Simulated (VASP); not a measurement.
Crystal: BaZrO3.

```
Ba Zr O
1.0
     4.22716    0.00000    0.00000
     0.00000    4.22716    0.00000
     0.00000    0.00000    4.22716
Ba Zr O
1 1 3
Direct
  0.00000 0.00000 0.00000
  0.50000 0.50000 0.50000
  0.00000 0.50000 0.50000
  0.50000 0.00000 0.50000
  0.50000 0.50000 0.00000
```

* Program: VASP 6.6.1
* Task: relaxation of cell and atoms
* Functional: PBEsol
* Potentials or basis: VASP PAW PBE potentials, release 64 (Ba_sv, Zr_sv, O)
* Cutoff: 600 eV
* k mesh: 6 × 6 × 6
* Occupations: fermi-dirac, width 0.02 eV
* Spin: no spin polarisation

At the start: pressure -4.1 GPa; volume 15.11 Å³/atom.

Problem. How do energy, volume and symmetry change on relaxing?

Solution. Over 3 steps the energy falls by 5.3 meV/atom and the volume is 14.71 Å³/atom (-2.7 %); space group Pm-3m (No. 221, to 0.1 Å) before and after.

The path:
| step | energy change (eV) | largest force (eV/Å) | pressure (GPa) | volume (Å³) |
| --- | --- | --- | --- | --- |
| 1 | 0.0000 | 0.0000 | -4.14 | 75.53 |
| 2 | 0.0078 | 0.0000 | 5.25 | 71.34 |
| 3 | -0.0267 | 0.0000 | -0.02 | 73.53 |

Final structure:
```
Ba Zr O
1.0
     4.18939    0.00000    0.00000
     0.00000    4.18939    0.00000
     0.00000    0.00000    4.18939
Ba Zr O
1 1 3
Direct
  0.00000 0.00000 0.00000
  0.50000 0.50000 0.50000
  0.00000 0.50000 0.50000
  0.50000 0.00000 0.50000
  0.50000 0.50000 0.00000
```

Caveat: the PAW data sets were made with another functional, which shifts forces and pressure a little.
